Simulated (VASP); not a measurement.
Wanted: the native input for a VASP 6.6.1 run.

```
Task                   : single point
Functional             : PBE
Dispersion             : D3(BJ)
Potentials or basis    : VASP PAW PBE potentials, release 64 (C)
Cutoff                 : 520 eV
k mesh                 : 21 × 21 × 6
Occupations            : gaussian, width 0.1 eV
Spin                   : no spin polarisation
Dipole correction      : no
Further INCAR settings : ALGO = Normal; EDIFF = 1e-07; NBANDS = 16
```

The structure of C lies in POSCAR:

```
C
1.0
    2.4599298446      0.0000000000      0.0000000000
   -1.2299649223      2.1303617369      0.0000000000
    0.0000000000      0.0000000000      6.3655481977
C
4
Direct
    0.0000000000      0.0000000000      0.2500000000
    0.0000000000      0.0000000000      0.7500000000
    0.3333333333      0.6666666667      0.2500000000
    0.6666666667      0.3333333333      0.7500000000
```

This cell differs from its parent crystal: volume scaled by 0.94, then relaxed in part.

These files were run (other wordings do the same):

INCAR

```
SYSTEM = C
PREC     = Accurate       ! precision mode
ENCUT    = 520            ! plane-wave cutoff, eV
EDIFF    = 1E-7           ! SCF threshold, eV
ISMEAR   = 0              ! smearing method
SIGMA    = 0.1            ! smearing width, eV
LREAL    = .False.        ! projectors in reciprocal space
LASPH    = .True.         ! aspherical terms in the spheres
NELM     = 60             ! most SCF steps
ALGO     = Normal         ! electronic algorithm
ISIF     = 2              ! what is computed and relaxed
LWAVE    = .False.        ! write WAVECAR
LCHARG   = .False.        ! write CHGCAR
GGA      = PE             ! functional
IVDW     = 12             ! dispersion correction
NBANDS   = 16             ! bands
```

KPOINTS

```
Automatic mesh
0
Gamma
  21 21 6
  0 0 0
```

Potentials or basis: VASP PAW PBE potentials, release 64 (C).

Launch:

```sh
$ cat potpaw_PBE.64/C/POTCAR > POTCAR
$ mpirun -np 1 vasp_std > vasp.out
```

It gave:

| Quantity | Value |
| --- | --- |
| Pressure | 3.2 GPa |
| Band gap on the k mesh | zero (band 8 reaches 5.19 eV, above the bottom of band 9 at 5.15 eV) |
| Dispersion energy per atom | -0.166 eV |

Run time: 65 s on 1 thread of Intel(R) Xeon(R) Platinum 8375C CPU @ 2.90GHz (Ice Lake), with other jobs on the host, peak memory 0.2 GiB.
